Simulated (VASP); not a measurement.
Wanted: the native input for a VASP 6.6.1 run.

```yaml
Task: single point
Functional: r2SCAN
Potentials_or_basis: VASP PAW PBE potentials, release 64 (Ag, Pb_d, Ca_sv)
Cutoff: 520 eV
k_mesh: 6 × 6 × 6
Occupations: methfessel-paxton, width 0.2433 eV
Spin: no spin polarisation
Dipole_correction: no
Further_INCAR_settings: ALGO = Normal; EDIFF = 1e-06; NBANDS = 38
```

Crystal: CaAg2Pb2.

```xyz
5
Lattice="0.0000 4.6989 0.0000 4.6989 0.0000 0.0000 2.3494 2.3494 -5.9306" Properties=species:S:1:pos:R:3 pbc="T T T"
Ag    2.3494    4.6989   -2.9653
Ag    4.6989    2.3494   -2.9653
Pb    2.3494    2.3494   -1.3166
Pb    4.6989    4.6989   -4.6140
Ca    0.0000    0.0000    0.0000
```

These files were run (other wordings do the same):

POSCAR

```
CaAg2Pb2
1.0
    0.0000000000      4.6988680000      0.0000000000
    4.6988680000      0.0000000000      0.0000000000
    2.3494340000      2.3494340000     -5.9305570000
Ag Pb Ca
2 2 1
Direct
    0.7500000000      0.2500000000      0.5000000000
    0.2500000000      0.7500000000      0.5000000000
    0.3890000000      0.3890000000      0.2220000000
    0.6110000000      0.6110000000      0.7780000000
    0.0000000000      0.0000000000      0.0000000000
```

INCAR.step1

```
  ALGO = Normal
  EDIFF = 1E-4
  ENCUT = 520
  GGA = PE
  ISMEAR = 1
  LASPH = T
  LCHARG = F
  LREAL = F
  LWAVE = T
  NBANDS = 38
  NELM = 100
  PREC = Accurate
  SIGMA = 0.2433
```

INCAR.step2

```
  ALGO = Normal
  EDIFF = 1E-6
  ENCUT = 520
  ISIF = 2
  ISMEAR = 1
  ISTART = 1
  LASPH = T
  LCHARG = F
  LMIXTAU = T
  LREAL = F
  LWAVE = F
  METAGGA = R2SCAN
  NBANDS = 38
  NELM = 100
  PREC = Accurate
  SIGMA = 0.2433
```

KPOINTS

```
k-points
0
Gamma
  6 6 6
```

Potentials or basis: VASP PAW PBE potentials, release 64 (Ag, Pb_d, Ca_sv).

Launch:

```bash
$ cat potpaw_PBE.64/Ag/POTCAR potpaw_PBE.64/Pb_d/POTCAR potpaw_PBE.64/Ca_sv/POTCAR > POTCAR
$ cp INCAR.step1 INCAR
$ mpirun -np 1 vasp_std > vasp.out
$ cp INCAR.step2 INCAR
$ mpirun -np 1 vasp_std > vasp.out
```

Results of the run:

```yaml
Pressure: 1.6 GPa
Largest_force: 2.417 eV/Å
Band_gap_on_the_k_mesh: zero (band 30 reaches 7.24 eV, above the bottom of band 31 at 4.99 eV)
```

Caveat: the PAW data sets were made with another functional, which shifts forces and pressure a little; spin-orbit coupling is left out, which moves the levels of the heavy elements.

It took 5.6 min on 1 thread of Intel(R) Xeon(R) Platinum 8375C CPU @ 2.90GHz (Ice Lake), on a shared host, peak memory 0.37 GiB.
